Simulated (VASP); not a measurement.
Write the native input for VASP 6.6.1 that does the following.

- Task: single point
- Functional: r2SCAN
- Potentials or basis: VASP PAW PBE potentials, release 64 (Ti_sv, N)
- Cutoff: 520 eV
- k mesh: 8 × 8 × 8
- Occupations: gaussian, width 0.1 eV
- Spin: no spin polarisation
- Dipole correction: no
- Further INCAR settings: ALGO = Normal; EDIFF = 1e-06; NBANDS = 16

The system is TiN.

```
Ti N
1.0
     0.00000    2.12062    2.12062
     2.12062    0.00000    2.12062
     2.12062    2.12062    0.00000
Ti N
1 1
Cartesian
  0.0000 0.0000 0.0000
  2.1206 2.1206 2.1206
```

These files were run (other wordings do the same):

POSCAR

```
TiN
1.0
    0.0000000000      2.1206234500      2.1206234500
    2.1206234500      0.0000000000      2.1206234500
    2.1206234500      2.1206234500      0.0000000000
Ti N
1 1
Direct
    0.0000000000      0.0000000000      0.0000000000
    0.5000000000      0.5000000000      0.5000000000
```

INCAR.step1

```
PREC     = Accurate       # precision mode
ENCUT    = 520            # plane-wave cutoff, eV
ISMEAR   = 0              # smearing method
SIGMA    = 0.1            # smearing width, eV
LREAL    = F              # projectors in reciprocal space
LASPH    = T              # aspherical terms in the spheres
NELM     = 100            # most SCF steps
NBANDS   = 16             # bands
GGA      = PE             # functional
ALGO     = Normal         # electronic algorithm
EDIFF    = 1E-4           # SCF threshold, eV
LWAVE    = T              # write WAVECAR
LCHARG   = F              # write CHGCAR
```

INCAR.step2

```
PREC     = Accurate       # precision mode
ENCUT    = 520            # plane-wave cutoff, eV
EDIFF    = 1E-6           # SCF threshold, eV
ISMEAR   = 0              # smearing method
SIGMA    = 0.1            # smearing width, eV
LREAL    = F              # projectors in reciprocal space
LASPH    = T              # aspherical terms in the spheres
NELM     = 100            # most SCF steps
ALGO     = Normal         # electronic algorithm
ISIF     = 2              # what is computed and relaxed
LWAVE    = F              # write WAVECAR
LCHARG   = F              # write CHGCAR
METAGGA  = R2SCAN         # meta-GGA
LMIXTAU  = T            
NBANDS   = 16             # bands
ISTART   = 1
```

KPOINTS

```
Automatic mesh
0
Gamma
  8 8 8
```

Potentials or basis: VASP PAW PBE potentials, release 64 (Ti_sv, N).

Launch:

```sh
$ cat potpaw_PBE.64/Ti_sv/POTCAR potpaw_PBE.64/N/POTCAR > POTCAR
$ cp INCAR.step1 INCAR
$ mpirun -np 1 vasp_std > vasp.out
$ cp INCAR.step2 INCAR
$ mpirun -np 1 vasp_std > vasp.out
```

It gave:

```
Pressure               : -0.1 GPa
Band gap on the k mesh : zero (an odd number of electrons rules out a gap without spin polarisation)
```

Caveat: the PAW data sets were made with another functional, which shifts forces and pressure a little; an odd number of electrons without spin polarisation forces a metal; a magnetic or distorted state may lie lower.

Run time: 30 s on 1 thread of AMD EPYC 7R13, on a shared host, peak memory 0.15 GiB.
